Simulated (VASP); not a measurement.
# S (Fm-3m) in VASP: single point with LDA

Aim: the single point of S with LDA.

Program: VASP 6.6.1. These are calculated values, not measurements. Logs are shortened: lines on timing, memory, paths and dates and some standing lists are left out, and cuts for length are marked.

### Step 1. The cell of the first run

It takes space group Fm-3m (No. 225, cubic). Conventional cell: a = 3.989 Å, b = 3.989 Å, c = 3.989 Å, α = 90.00°, β = 90.00°, γ = 90.00°. S (site symmetry m-3m) has 12 S at 2.82 Å within 3.7 Å.

### Step 2. Single point, LDA

File INCAR:

```
SYSTEM = S
ALGO = Normal
EDIFF = 1E-6
ENCUT = 500
GGA = CA
GGA_COMPAT = .False.
ISIF = 2
ISMEAR = 0
LASPH = .True.
LCHARG = .False.
LREAL = .False.
LWAVE = .False.
NBANDS = 9
NELM = 120
PREC = Accurate
SIGMA = 0.1
```

File KPOINTS:

```
k-points
0
Gamma
  8 8 8
  0 0 0
```

File POSCAR:

```
S
1.0
    0.0000000000      1.9943503440      1.9943503440
    1.9943503440      0.0000000000      1.9943503440
    1.9943503440      1.9943503440      0.0000000000
S
1
Direct
    0.0000000000      0.0000000000      0.0000000000
```

Potentials or basis: VASP PAW LDA potentials, release 64 (S).

Started as:

```console
cat potpaw_LDA.64/S/POTCAR > POTCAR
mpirun -np 1 vasp_std > vasp.out
```

OUTCAR:

```text
SYSTEM = S
   EDIFF = 1E-6
   ENCUT = 500
   GGA = CA
   ISIF = 2
   ISMEAR = 0
   LASPH = .True.
   LREAL = .False.
   NELM = 120
   PREC = Accurate

 ion  position               nearest neighbor table
   1  0.000  0.000  0.000-

  LATTYP: Found a face centered cubic cell.
 ALAT       =     3.9887006880

  Lattice vectors:

 A1 = (   0.0000000000,   1.9943503440,   1.9943503440)
 A2 = (   1.9943503440,   0.0000000000,   1.9943503440)
 A3 = (   1.9943503440,   1.9943503440,   0.0000000000)

Analysis of symmetry for initial positions (statically):
=====================================================================
 Subroutine PRICEL returns:
 Original cell was already a primitive cell.

 Routine SETGRP: Setting up the symmetry group for a
 face centered cubic supercell.

 Subroutine GETGRP returns: Found 48 space group operations
 (whereof 48 operations were pure point group operations)
 out of a pool of 48 trial point group operations.

The static configuration has the point symmetry O_h .

Analysis of symmetry for dynamics (positions and initial velocities):
=====================================================================
 Subroutine PRICEL returns:
 Original cell was already a primitive cell.

 Routine SETGRP: Setting up the symmetry group for a
 face centered cubic supercell.

 Subroutine GETGRP returns: Found 48 space group operations
 (whereof 48 operations were pure point group operations)
 out of a pool of 48 trial point group operations.

The dynamic configuration has the point symmetry O_h .

 Subroutine INISYM returns: Found 48 space group operations
 (whereof 48 operations are pure point group operations),
 and found     1 'primitive' translations

----------------------------------------------------------------------------------------

                                     Primitive cell

  volume of cell :      15.8648

  direct lattice vectors                    reciprocal lattice vectors
     0.000000000  1.994350344  1.994350344    -0.250708208  0.250708208  0.250708208
     1.994350344  0.000000000  1.994350344     0.250708208 -0.250708208  0.250708208
     1.994350344  1.994350344  0.000000000     0.250708208  0.250708208 -0.250708208

  length of vectors
     2.820437305  2.820437305  2.820437305     0.434239353  0.434239353  0.434239353

  position of ions in fractional coordinates (direct lattice)
     0.000000000  0.000000000  0.000000000

  ion indices of the primitive-cell ions
   primitive index   ion index
                 1           1

[... 70 lines left out ...]
   NELM   =    120;   NELMIN=  2; NELMDL= -5     # of ELM steps
   EDIFF  = 0.1E-05   stopping-criterion for ELM
   LREAL  =      F    real-space projection
   EDIFFG = 0.1E-04   stopping-criterion for IOM
   NSW    =      0    number of steps for IOM
   IBRION =     -1    ionic relax: 0-MD 1-quasi-New 2-CG
   NFREE  =      0    steps in history (QN), initial steepest desc. (CG)
   ISIF   =      2    stress and relaxation
   ISYM   =      2    0-nonsym 1-usesym 2-fastsym
   POTIM  = 0.5000    time-step for ionic-motion
   TEBEG  =    0.0;   TEEND  =   0.0 temperature during run
   PSTRESS=    0.0 pullay stress
   NELECT =       6.0000    total number of electrons
   NUPDOWN=      -1.0000    fix difference up-down
   EMIN   =  10.00;   EMAX   =-10.00  energy-range for DOS
   EFERMI =   0.00;   METHOD = LEGACY
   ISMEAR =     0;   SIGMA  =   0.10  broadening in eV -4-tet -1-fermi 0-gaus
   EFERMI_NEDOS =   21; number of points for ismear=-14 and -15
   IALGO  =     38    algorithm
   IMIX   =      4    mixing-type and parameters
     AMIX     =   0.40;   BMIX     =  1.00
     AMIX_MAG =   1.60;   BMIX_MAG =  1.00
  volume/ion in A,a.u.               =      15.86       107.06
  Fermi-wavevector in a.u.,A,eV,Ry     =   1.183897  2.237240 19.070080  1.401611
  Thomas-Fermi vector in A             =   2.320122
   LORBIT       =      0    0 simple, 1 ext, 2 COOP (PROOUT), +10 PAW based schemes
   GGA     = CA    functional components
   LHFCALC =     F    Hartree Fock is set to
   AEXX    =    0.0000 exact exchange contribution
   IVDW    =     0    specifies the selected vdW correction
   LEPSILON=     F    determine dielectric tensor
   LRPA    =     F    only Hartree local field effects (RPA)
 non-spin polarized calculation
 Gauss-broadening in eV      SIGMA  =   0.10
  energy-cutoff  :      500.00
  volume of cell :       15.86
 maximum number of plane-waves:       415
 NGX is ok and might be reduce to    24
   NGX = 11   NGY = 11   NGZ = 11

 number of electron       5.9999999 magnetization

 Free energy of the ion-electron system (eV)
  ---------------------------------------------------
  ext. energy  EPLUGINS =         0.00000000
  ---------------------------------------------------
  free energy    TOTEN  =        -3.67130567 eV

  energy without entropy =       -3.66728170  energy(sigma->0) =       -3.66929369

 E-fermi :   7.4393     XC(G=0): -11.3452

 val. band max:        7.3368700631   @ k =  -0.3750   0.1250   0.0000
 cond. band min:       7.4995707663   @ k =  -0.2500   0.1250   0.0000
 fundamental gap:      0.1627007031
 Fermi energy:         7.4392665286

 k-point     1 :       0.0000    0.0000    0.0000
  band No.  band energies     occupation
      1      -9.3292      2.00000
      2      10.4916      0.00000
      3      10.4916      0.00000
      4      10.4916      0.00000
      5      19.4261      0.00000
      6      19.4261      0.00000
      7      19.4261      0.00000
      8      21.4909      0.00000
      9      24.7978      0.00000
[... 265 lines left out ...]
 k-point    24 :      -0.3750    0.2500    0.1250
  band No.  band energies     occupation
      1      -4.4522      2.00000
      2       0.8427      2.00000
      3       5.6133      2.00000
      4       7.6038      0.01996
      5      16.8080      0.00000
      6      18.6031      0.00000
      7      22.3647      0.00000
      8      23.7499      0.00000
      9      27.7316      0.00000

 [... further k-points ...]
[... 5 lines left out ...]
  --------------------------------------------------------------------------------------
  -------------------------------------------------------------------------------------
  Total       -0.6233348     -0.6233348     -0.6233348     -0.0000000      0.0000000      0.0000000
  in kB      -62.9502660    -62.9502660    -62.9502660     -0.0000000      0.0000000      0.0000000
  external PRESSURE =     -62.9502660 kB  Pullay stress =       0.0000000 kB

 VOLUME and BASIS-vectors are now :
 -----------------------------------------------------------------------------
  energy-cutoff  :      500.00
  volume of cell :       15.86
      direct lattice vectors                 reciprocal lattice vectors
     0.000000000  1.994350344  1.994350344    -0.250708208  0.250708208  0.250708208
     1.994350344  0.000000000  1.994350344     0.250708208 -0.250708208  0.250708208
     1.994350344  1.994350344  0.000000000     0.250708208  0.250708208 -0.250708208

 POSITION                                       TOTAL-FORCE (eV/Angst)
 -----------------------------------------------------------------------------------
      0.00000      0.00000      0.00000         0.000000      0.000000      0.000000
 -----------------------------------------------------------------------------------
    total drift:                                0.000000     -0.000000     -0.000000

  FREE ENERGIE OF THE ION-ELECTRON SYSTEM (eV)
  ---------------------------------------------------
  free  energy   TOTEN  =        -3.6713056719 eV

  energy  without entropy=       -3.6672816998  energy(sigma->0) =       -3.66929369
```

OSZICAR:

```text
N       E                     dE             d eps       ncg     rms          rms(c)
DAV:   1     0.638094662004E+01    0.63809E+01   -0.30165E+03   538   0.560E+02
DAV:   2    -0.345049822829E+01   -0.98314E+01   -0.94442E+01   763   0.748E+01
DAV:   3    -0.367735656516E+01   -0.22686E+00   -0.22177E+00   629   0.966E+00
DAV:   4    -0.367804933054E+01   -0.69277E-03   -0.69266E-03   728   0.586E-01
DAV:   5    -0.367804984422E+01   -0.51368E-06   -0.51326E-06   626   0.166E-02    0.740E+00
DAV:   6    -0.367258378713E+01    0.54661E-02   -0.68317E-03   570   0.413E-01    0.439E+00
DAV:   7    -0.367144905294E+01    0.11347E-02   -0.88245E-03   558   0.479E-01    0.165E-01
DAV:   8    -0.367130529780E+01    0.14376E-03   -0.52598E-04   571   0.119E-01    0.138E-02
DAV:   9    -0.367130567188E+01   -0.37408E-06   -0.32763E-06   617   0.146E-02
   1 F= -.36713057E+01 E0= -.36692937E+01  d E =-.402397E-02
```

stdout:

```text
POSCAR found type information on POSCAR S
 POSCAR found :  1 types and       1 ions
 scaLAPACK will be used
 LDA part: xc-table for (Slater(with rela. corr.)+CA(PZ))
 , standard interpolation
 POSCAR, INCAR and KPOINTS ok, starting setup
 FFT: planning ... GRIDC
 FFT: planning ... GRID_SOFT
 FFT: planning ... GRID
 WAVECAR not read
 entering main loop
```

Wall time 6.5 s (1 thread of Intel Xeon 8259CL, shared host); peak memory 0.11 GiB.

What came out:

```yaml
Free_energy: -3.6713 eV
Pressure: -6.3 GPa
Band_gap_on_the_k_mesh: zero (band 3 reaches 10.49 eV, above the bottom of band 4 at 4.77 eV)
```

Levels at points of the mesh, in eV from the Fermi level:
| k point | band 1 | band 2 | band 3 | band 4 | band 5 | band 6 |
| --- | --- | --- | --- | --- | --- | --- |
| (0.00, 0.00, 0.00) | -16.77 | 3.05 | 3.05 | 3.05 | 11.99 | 11.99 |
| (0.50, 0.00, 0.00) | -12.65 | -7.54 | 1.76 | 1.76 | 9.27 | 11.20 |
| (0.50, 0.50, 0.00) | -11.00 | -6.54 | -0.96 | -0.96 | 5.17 | 5.73 |
